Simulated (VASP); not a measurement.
Cd:

```
Cd
1.0
     2.97887    0.00000    0.00000
    -1.48944    2.57978    0.00000
     0.00000    0.00000    5.61765
Cd
2
Direct
  0.66667 0.33333 0.75000
  0.33333 0.66667 0.25000
```

Base run:

* Program: VASP 6.6.1
* Functional: PBE
* Potentials or basis: VASP PAW PBE potentials, release 64 (Cd)
* Cutoff: 520 eV
* k mesh: 9 × 9 × 4
* Occupations: fermi-dirac, width 0.05 eV
* Spin: no spin polarisation

Its results: band gap on the k mesh zero (bands 12 and 13 overlap by 4.07 eV); pressure 3.7 GPa.

The run is repeated on the same cell with these changes: k mesh from 9 × 9 × 4 to 7 × 7 × 4; further incar settings from ALGO = Fast; EDIFF = 1e-06; NBANDS = 19 to ALGO = Normal; EDIFF = 1e-06; NBANDS = 19. What comes out?

Band gap on the k mesh zero (bands 12 and 13 overlap by 4.32 eV); pressure 3.0 GPa.

Caveats: the cell stands under pressure (at least some runs).
